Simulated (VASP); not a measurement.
# GaAs (F-43m) in VASP: notebook

GaAs is run at these levels: LDA; tasks: single point, relaxation of cell and atoms.

Everything below comes from runs of VASP 6.6.1. Logs are shortened: lines on timing, memory, paths and dates and some standing lists are left out, and cuts for length are marked.

## 1. The cell of the first run

The structure is cubic, space group F-43m (No. 216). Conventional cell: a = 5.380 Å, b = 5.380 Å, c = 5.380 Å, α = 90.00°, β = 90.00°, γ = 90.00°. Ga (site symmetry -43m) has 4 As at 2.33 Å within 3.1 Å. Within 3.1 Å of As (site symmetry -43m) lie 4 Ga at 2.33 Å.

## 2. Single point, LDA

INCAR reads:

```
ALGO = Normal
EDIFF = 1E-6
ENCUT = 520
ISIF = 2
ISMEAR = 0
LASPH = T
LCHARG = T
LELF = T
LREAL = F
LVHAR = T
LWAVE = F
NBANDS = 16
NELM = 60
PREC = Accurate
SIGMA = 0.01
```

KPOINTS reads:

```
k-points
0
Gamma
  12 12 12
```

POSCAR reads:

```
GaAs
1.0
    0.0000000000      2.6900096210      2.6900096210
    2.6900096210      0.0000000000      2.6900096210
    2.6900096210      2.6900096210      0.0000000000
Ga As
1 1
Direct
    0.0000000000      0.0000000000      0.0000000000
    0.7500000000      0.7500000000      0.7500000000
```

Potentials or basis: VASP PAW LDA potentials, release 64 (Ga_d, As).

On the command line:

```
cat potpaw_LDA.64/Ga_d/POTCAR potpaw_LDA.64/As/POTCAR > POTCAR
mpirun -np 1 vasp_std > vasp.out
```

OUTCAR:

```text
EDIFF = 1E-6
   ENCUT = 520
   ISIF = 2
   ISMEAR = 0
   LASPH = T
   LREAL = F
   NELM = 60
   PREC = Accurate

 ion  position               nearest neighbor table
   1  0.000  0.000  0.000-   2 2.33   2 2.33   2 2.33   2 2.33
   2  0.750  0.750  0.750-   1 2.33   1 2.33   1 2.33   1 2.33

  LATTYP: Found a face centered cubic cell.
 ALAT       =     5.3800192420

  Lattice vectors:

 A1 = (   0.0000000000,   2.6900096210,   2.6900096210)
 A2 = (   2.6900096210,   0.0000000000,   2.6900096210)
 A3 = (   2.6900096210,   2.6900096210,   0.0000000000)

Analysis of symmetry for initial positions (statically):
=====================================================================
 Subroutine PRICEL returns:
 Original cell was already a primitive cell.

 Routine SETGRP: Setting up the symmetry group for a
 face centered cubic supercell.

 Subroutine GETGRP returns: Found 24 space group operations
 (whereof 24 operations were pure point group operations)
 out of a pool of 48 trial point group operations.

The static configuration has the point symmetry T_d .

Analysis of symmetry for dynamics (positions and initial velocities):
=====================================================================
 Subroutine PRICEL returns:
 Original cell was already a primitive cell.

 Routine SETGRP: Setting up the symmetry group for a
 face centered cubic supercell.

 Subroutine GETGRP returns: Found 24 space group operations
 (whereof 24 operations were pure point group operations)
 out of a pool of 48 trial point group operations.

The dynamic configuration has the point symmetry T_d .

 Subroutine INISYM returns: Found 24 space group operations
 (whereof 24 operations are pure point group operations),
 and found     1 'primitive' translations

----------------------------------------------------------------------------------------

                                     Primitive cell

  volume of cell :      38.9306

  direct lattice vectors                    reciprocal lattice vectors
     0.000000000  2.690009621  2.690009621    -0.185872941  0.185872941  0.185872941
     2.690009621  0.000000000  2.690009621     0.185872941 -0.185872941  0.185872941
     2.690009621  2.690009621  0.000000000     0.185872941  0.185872941 -0.185872941

  length of vectors
     3.804248089  3.804248089  3.804248089     0.321941378  0.321941378  0.321941378

  position of ions in fractional coordinates (direct lattice)
     0.000000000  0.000000000  0.000000000
     0.750000000  0.750000000  0.750000000

  ion indices of the primitive-cell ions
   primitive index   ion index
                 1           1
                 2           2

----------------------------------------------------------------------------------------

 KPOINTS: k-points

Automatic generation of k-mesh.
 Grid dimensions read from file:
 generate k-points for:   12   12   12

 Generating k-lattice:

  Cartesian coordinates                     Fractional coordinates (reciprocal lattice)
    -0.015489412  0.015489412  0.015489412     0.083333333  0.000000000  0.000000000
     0.015489412 -0.015489412  0.015489412     0.000000000  0.083333333  0.000000000
     0.015489412  0.015489412 -0.015489412     0.000000000  0.000000000  0.083333333

  Length of vectors
     0.026828448  0.026828448  0.026828448

  Shift w.r.t. Gamma in fractional coordinates (k-lattice)
     0.000000000  0.000000000  0.000000000

 Subroutine IBZKPT returns following result:
 ===========================================

 Found     72 irreducible k-points:

 Following reciprocal coordinates:
            Coordinates               Weight
  0.000000  0.000000  0.000000      1.000000
  0.083333  0.000000  0.000000      8.000000
  0.166667  0.000000  0.000000      8.000000
  0.250000  0.000000  0.000000      8.000000
  0.333333  0.000000  0.000000      8.000000
  0.416667  0.000000  0.000000      8.000000
[... 16 lines left out ...]
  0.500000  0.166667  0.000000     24.000000
 -0.416667  0.166667  0.000000     24.000000
 [... further k-points ...]
   k-points           NKPTS =     72   k-points in BZ     NKDIM =     72   number of bands    NBANDS=     16
   number of dos      NEDOS =    301   number of ions     NIONS =      2
   total plane-waves  NPLWV =  21952
   dimension x,y,z NGX =    28 NGY =   28 NGZ =   28
   dimension x,y,z NGXF=    56 NGYF=   56 NGZF=   56
   ions per type =               1   1
   NGX,Y,Z   is equivalent  to a cutoff of  12.24, 12.24, 12.24 a.u.
   NGXF,Y,Z  is equivalent  to a cutoff of  24.47, 24.47, 24.47 a.u.
 SYSTEM =  unknown system
   PREC   = accura    normal or accurate (medium, high low for compatibility)
   ISTART =      0    job   : 0-new  1-cont  2-samecut
   ICHARG =      2    charge: 1-file 2-atom 10-const
   ISPIN  =      1    spin polarized calculation?
   LNONCOLLINEAR =      F non collinear calculations
   LSORBIT =      F    spin-orbit coupling
   LASPH  =      T    aspherical Exc in radial PAW
   ENCUT  =  520.0 eV  38.22 Ry    6.18 a.u.   7.07  7.07  7.07*2*pi/ulx,y,z
   NELM   =     60;   NELMIN=  2; NELMDL= -5     # of ELM steps
   EDIFF  = 0.1E-05   stopping-criterion for ELM
   LREAL  =      F    real-space projection
   EDIFFG = 0.1E-04   stopping-criterion for IOM
   NSW    =      0    number of steps for IOM
   IBRION =     -1    ionic relax: 0-MD 1-quasi-New 2-CG
   NFREE  =      0    steps in history (QN), initial steepest desc. (CG)
   ISIF   =      2    stress and relaxation
   ISYM   =      2    0-nonsym 1-usesym 2-fastsym
   POTIM  = 0.5000    time-step for ionic-motion
   TEBEG  =    0.0;   TEEND  =   0.0 temperature during run
   PSTRESS=    0.0 pullay stress
   NELECT =      18.0000    total number of electrons
   NUPDOWN=      -1.0000    fix difference up-down
   EMIN   =  10.00;   EMAX   =-10.00  energy-range for DOS
   EFERMI =   0.00;   METHOD = LEGACY
   ISMEAR =     0;   SIGMA  =   0.01  broadening in eV -4-tet -1-fermi 0-gaus
   EFERMI_NEDOS =   21; number of points for ismear=-14 and -15
   IALGO  =     38    algorithm
   IMIX   =      4    mixing-type and parameters
     AMIX     =   0.40;   BMIX     =  1.00
     AMIX_MAG =   1.60;   BMIX_MAG =  1.00
  volume/ion in A,a.u.               =      19.47       131.36
  Fermi-wavevector in a.u.,A,eV,Ry     =   1.265907  2.392218 21.803619  1.602521
  Thomas-Fermi vector in A             =   2.399136
   LORBIT       =      0    0 simple, 1 ext, 2 COOP (PROOUT), +10 PAW based schemes
   GGA     = CA    functional components
   LHFCALC =     F    Hartree Fock is set to
   AEXX    =    0.0000 exact exchange contribution
   IVDW    =     0    specifies the selected vdW correction
   LEPSILON=     F    determine dielectric tensor
   LRPA    =     F    only Hartree local field effects (RPA)
 non-spin polarized calculation
 Gauss-broadening in eV      SIGMA  =   0.01
  energy-cutoff  :      520.00
  volume of cell :       38.93
 maximum number of plane-waves:      1067
   NGX = 15   NGY = 15   NGZ = 15

 number of electron      17.9999993 magnetization

 Free energy of the ion-electron system (eV)
  ---------------------------------------------------
  ext. energy  EPLUGINS =         0.00000000
  ---------------------------------------------------
  free energy    TOTEN  =        -9.45967100 eV

  energy without entropy =       -9.45967100  energy(sigma->0) =       -9.45967100

 E-fermi :   5.4566     XC(G=0): -10.5858

 val. band max:        5.3466694056   @ k =   0.0000   0.0000   0.0000
 cond. band min:       6.3812521575   @ k =   0.5000   0.5000   0.0000
 fundamental gap:      1.0345827519
 Fermi energy:         5.4565721195

 k-point     1 :       0.0000    0.0000    0.0000
  band No.  band energies     occupation
      1      -9.9346      2.00000
      2      -9.9346      2.00000
      3      -9.9346      2.00000
      4      -9.8127      2.00000
      5      -9.8127      2.00000
      6      -8.5958      2.00000
[... 8 lines left out ...]
     15      15.8979      0.00000
     16      15.8979      0.00000

 k-point     2 :       0.0833    0.0000    0.0000
  band No.  band energies     occupation
      1      -9.9481      2.00000
      2      -9.9319      2.00000
      3      -9.9319      2.00000
      4      -9.8129      2.00000
      5      -9.8129      2.00000
      6      -8.4926      2.00000
[... 8 lines left out ...]
     15      15.2021      0.00000
     16      15.2021      0.00000

 k-point     3 :       0.1667    0.0000    0.0000
  band No.  band energies     occupation
      1      -9.9802      2.00000
      2      -9.9250      2.00000
      3      -9.9250      2.00000
      4      -9.8132      2.00000
      5      -9.8132      2.00000
      6      -8.1951      2.00000
[... 8 lines left out ...]
     15      14.5633      0.00000
     16      14.5880      0.00000

 k-point     4 :       0.2500    0.0000    0.0000
  band No.  band energies     occupation
      1     -10.0165      2.00000
      2      -9.9165      2.00000
      3      -9.9165      2.00000
      4      -9.8125      2.00000
      5      -9.8125      2.00000
      6      -7.7323      2.00000
[... 8 lines left out ...]
     15      14.5739      0.00000
     16      14.5739      0.00000
[... 324 lines left out ...]
 k-point    22 :       0.4167    0.1667    0.0000
  band No.  band energies     occupation
      1     -10.0676      2.00000
      2      -9.8989      2.00000
      3      -9.8924      2.00000
      4      -9.8252      2.00000
      5      -9.8030      2.00000
      6      -6.6602      2.00000
[... 8 lines left out ...]
     15      17.0704      0.00000
     16      17.7812      0.00000

 k-point    23 :       0.5000    0.1667    0.0000
  band No.  band energies     occupation
      1     -10.0779      2.00000
      2      -9.8979      2.00000
      3      -9.8905      2.00000
      4      -9.8200      2.00000
      5      -9.8045      2.00000
      6      -6.1751      2.00000
[... 8 lines left out ...]
     15      17.7087      0.00000
     16      17.9272      0.00000

 k-point    24 :      -0.4167    0.1667    0.0000
  band No.  band energies     occupation
      1     -10.0782      2.00000
      2      -9.8984      2.00000
      3      -9.8919      2.00000
      4      -9.8149      2.00000
      5      -9.8087      2.00000
      6      -6.0910      2.00000
[... 8 lines left out ...]
     15      16.1906      0.00000
     16      17.0014      0.00000

 [... further k-points ...]

------------------------ aborting loop because EDIFF is reached ----------------------------------------

  FORCE on cell =-STRESS in cart. coord.  units (eV):
  Direction    XX          YY          ZZ          XY          YZ          ZX
  --------------------------------------------------------------------------------------
  -------------------------------------------------------------------------------------
  Total        3.0485929      3.0485929      3.0485929      0.0000000      0.0000000      0.0000000
  in kB      125.4638244    125.4638244    125.4638244      0.0000000      0.0000000      0.0000000
  external PRESSURE =     125.4638244 kB  Pullay stress =       0.0000000 kB

 VOLUME and BASIS-vectors are now :
 -----------------------------------------------------------------------------
  energy-cutoff  :      520.00
  volume of cell :       38.93
      direct lattice vectors                 reciprocal lattice vectors
     0.000000000  2.690009621  2.690009621    -0.185872941  0.185872941  0.185872941
     2.690009621  0.000000000  2.690009621     0.185872941 -0.185872941  0.185872941
     2.690009621  2.690009621  0.000000000     0.185872941  0.185872941 -0.185872941

 POSITION                                       TOTAL-FORCE (eV/Angst)
 -----------------------------------------------------------------------------------
      0.00000      0.00000      0.00000         0.000000      0.000000      0.000000
      4.03501      4.03501      4.03501        -0.000000     -0.000000     -0.000000
 -----------------------------------------------------------------------------------
    total drift:                               -0.000001     -0.000001     -0.000001

  FREE ENERGIE OF THE ION-ELECTRON SYSTEM (eV)
  ---------------------------------------------------
  free  energy   TOTEN  =        -9.4596709983 eV

  energy  without entropy=       -9.4596709983  energy(sigma->0) =       -9.45967100
```

Run time: 29 s. Hardware: 1 thread of Intel Xeon 6975P-C, shared host; peak memory 0.17 GiB.

Results:

```
Free energy            : -9.4597 eV
Pressure               : 12.5 GPa
Band gap on the k mesh : 1.03 eV, indirect (least direct gap 1.50 eV)
```

A k mesh can miss the band edges.

## 3. Relaxation of cell and atoms, LDA, target pressure 12 GPa, at which the enthalpy is minimised

This run uses another cell than the first one, of 21.99 Å³/atom, 1.130 times its volume.

INCAR reads:

```
PREC     = Accurate       # precision mode
ENCUT    = 600            # plane-wave cutoff, eV
EDIFF    = 1E-6           # SCF threshold, eV
ISMEAR   = 0              # smearing method
SIGMA    = 0.01           # smearing width, eV
LREAL    = F              # projectors in reciprocal space
LASPH    = T              # aspherical terms in the spheres
NELM     = 100            # most SCF steps
ALGO     = Normal         # electronic algorithm
ISIF     = 3              # what is computed and relaxed
LWAVE    = F              # write WAVECAR
LCHARG   = F              # write CHGCAR
IBRION   = 2              # ionic algorithm
NSW      = 80             # ionic steps
EDIFFG   = -0.001         # ionic threshold
PSTRESS  = 120.0
```

KPOINTS reads:

```
regular mesh
0
Gamma
  12 12 12
```

POSCAR reads:

```
GaAs
1.0
    0.0000000000      2.8015748656      2.8015748656
    2.8015748656      0.0000000000      2.8015748656
    2.8015748656      2.8015748656      0.0000000000
Ga As
1 1
Direct
    0.0000000000      0.0000000000      0.0000000000
    0.7500000000      0.7500000000      0.7500000000
```

Potentials or basis: VASP PAW LDA potentials, release 64 (Ga_d, As).

On the command line:

```
cat potpaw_LDA.64/Ga_d/POTCAR potpaw_LDA.64/As/POTCAR > POTCAR
mpirun -np 1 vasp_std > vasp.out
```

It took 2.1 min on 1 thread of Intel Xeon 6975P-C, shared host; peak memory 0.21 GiB.

The run converged. Its results:

```
Free energy                                            : -9.4728 eV
Relaxed volume                                         : 19.55 Å³/atom
Relaxed cell                                           : a = 3.810 Å, b = 3.810 Å, c = 3.810 Å, α = 60.00°, β = 60.00°, γ = 60.00°
Space group after relaxing (to 0.05 Å)                 : F-43m (No. 216)
Energy change on relaxing (the enthalpy is what falls) : +84.5 meV/atom
Ionic steps                                            : 7
Pressure after relaxing                                : 12.0 GPa
Band gap on the k mesh                                 : 1.04 eV, indirect (least direct gap 1.47 eV)
```

The path:
```
step  energy change (eV)  largest force (eV/Å)  pressure (GPa)  volume (Å³)
   1              0.0000                0.0000            0.30        43.98
   2              0.7675                0.0000           32.07        34.53
   3              0.1611                0.0000           11.67        39.20
   4              0.1679                0.0000           11.96        39.11
   5              0.1750                0.0000           12.26        39.01
   6              0.1630                0.0000           11.68        39.17
   7              0.1691                0.0000           12.00        39.09
```

Final structure:
```xyz
2
Lattice="0.0000 2.6937 2.6937 2.6937 0.0000 2.6937 2.6937 2.6937 0.0000" Properties=species:S:1:pos:R:3 pbc="T T T"
Ga    0.0000    0.0000    0.0000
As    4.0406    4.0406    4.0406
```

Levels at points of the mesh, in eV from the valence-band top:
```
           k point  band 5  band 6  band 7  band 8  band 9  band 10  band 11  band 12  band 13
(0.00, 0.00, 0.00)  -15.15  -13.91    0.00    0.00    0.00     1.47     3.69     3.69     3.69
(0.50, 0.00, 0.00)  -15.14  -11.65   -7.57   -1.39   -1.39     1.29     4.60     4.60     7.65
(0.50, 0.50, 0.00)  -15.13  -10.71   -7.61   -3.25   -3.25     1.04     1.43    11.23    11.23
```

Caveat: the cell is relaxed towards a set pressure, so the enthalpy falls and the energy may rise.

(Continued in part 2 of 2.)
